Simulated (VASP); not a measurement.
CdS (kk07), 2 atoms in the cell. The structure is cubic, space group F-43m (No. 216). The conventional cell has a = 5.757 Å, b = 5.757 Å, c = 5.757 Å, α = 90.00°, β = 90.00°, γ = 90.00°. Within 3.3 Å of Cd (site symmetry -43m) lie 4 S at 2.49 Å. Within 3.3 Å of S (site symmetry -43m) lie 4 Cd at 2.49 Å. 

```yaml
Program: VASP 6.6.1
Task: single point
Functional: LDA
Potentials_or_basis: VASP PAW LDA potentials, release 64 (Cd, S)
Cutoff: 520 eV
k_mesh: 12 × 12 × 12
Occupations: gaussian, width 0.02 eV
Spin: no spin polarisation
Dipole_correction: no
Further_INCAR_settings: ALGO = Normal; EDIFF = 1e-07; NBANDS = 16
```

Potentials or basis: VASP PAW LDA potentials, release 64 (Cd, S).

The run is started by

```console
$ cat potpaw_LDA.64/Cd/POTCAR potpaw_LDA.64/S/POTCAR > POTCAR
$ mpirun -np 1 vasp_std > vasp.out
```

Hardware: 1 thread of Intel(R) Xeon(R) Platinum 8375C CPU @ 2.90GHz (Ice Lake) (shared host).

How long does it take, and how much memory?

Wall time 47 s on 1 thread of Intel(R) Xeon(R) Platinum 8375C CPU @ 2.90GHz (Ice Lake), on a shared host, peak memory 0.18 GiB. Counts: scf iterations 14, k points 72.
